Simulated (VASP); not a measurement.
A run of VASP 6.6.1 is set up as follows.

File INCAR:

```
PREC = Accurate ; ENCUT = 600
EDIFF = 1E-6 ; ISMEAR = 0
SIGMA = 0.1 ; LREAL = False
LASPH = True ; NELM = 100
ALGO = Normal ; ISIF = 3
LWAVE = False ; LCHARG = False
GGA = PE ; IBRION = 2
NSW = 100 ; EDIFFG = -0.01
```

Contents of KPOINTS:

```
regular mesh
0
Gamma
  24 24 24
```

The input POSCAR:

```
Ta
1.0
   -1.6623099440      1.6623099440      1.6623099440
    1.6623099440     -1.6623099440      1.6623099440
    1.6623099440      1.6623099440     -1.6623099440
Ta
1
Direct
    0.0000000000      0.0000000000      0.0000000000
```

Potentials or basis: VASP PAW PBE potentials, release 64 (Ta_pv).

The run is started by

```bash
$ cat potpaw_PBE.64/Ta_pv/POTCAR > POTCAR
$ mpirun -np 1 vasp_std > vasp.out
```

Q: Estimate the relaxed volume.

A: 18.29 Å³/atom.

Q: What does it give for the space group after relaxing (to 0.05 Å)?

A: Im-3m (No. 229).

Final structure:
```
Ta
1.0
    -1.65976    1.65976    1.65976
     1.65976   -1.65976    1.65976
     1.65976    1.65976   -1.65976
Ta
1
Direct
  0.00000 0.00000 0.00000
```
